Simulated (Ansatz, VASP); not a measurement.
# One calculation of IrRh2, two programs

```
Ir Rh
1.0
     2.74963    0.00000    0.00000
    -1.37482    2.38125    0.00000
     0.00000    0.00000   13.07599
Ir Rh
2 4
Direct
  0.66667 0.33333 0.33251
  0.66667 0.33333 0.66749
  0.66667 0.33333 0.00000
  0.33333 0.66667 0.83316
  0.33333 0.66667 0.16684
  0.33333 0.66667 0.50000
```

Alike in both runs: functional PBE; k mesh 6 × 6 × 2; occupations gaussian, width 0.1 eV; no spin polarisation.

Ansatz relaxed the structure, and its values are those at the end. VASP's run is a single point on that final structure, the one shown.

|  | VASP | Ansatz |
| --- | --- | --- |
| version | VASP 6.6.1 | Ansatz 0.2.0 |
| potentials or method | VASP PAW PBE potentials, release 64 (Ir, Rh_pv), cutoff 520 eV | scalar-relativistic, plane waves, PAW |
| valence electrons in the cell | 78 | 102 |

Ansatz gave:

```
gap on the k mesh at the Fermi level (eV) : none
pressure (GPa)                            : -0.1
rms of the force components (eV/Å)        : 0.004
```

Task: Estimate VASP's values.

Result: gap on the k mesh at the Fermi level (eV): none; pressure (GPa): 0.1; rms of the force components (eV/Å): 0.006.

A gap of «none» marks a metal or a gap that the smearing closes. VASP's potentials hold 78 valence electrons a cell and Ansatz's 102, so a difference there can come from the potentials and not from the codes.

The k mesh is coarse, so the values compare programs but aren't converged. Neither program's run includes spin-orbit coupling.
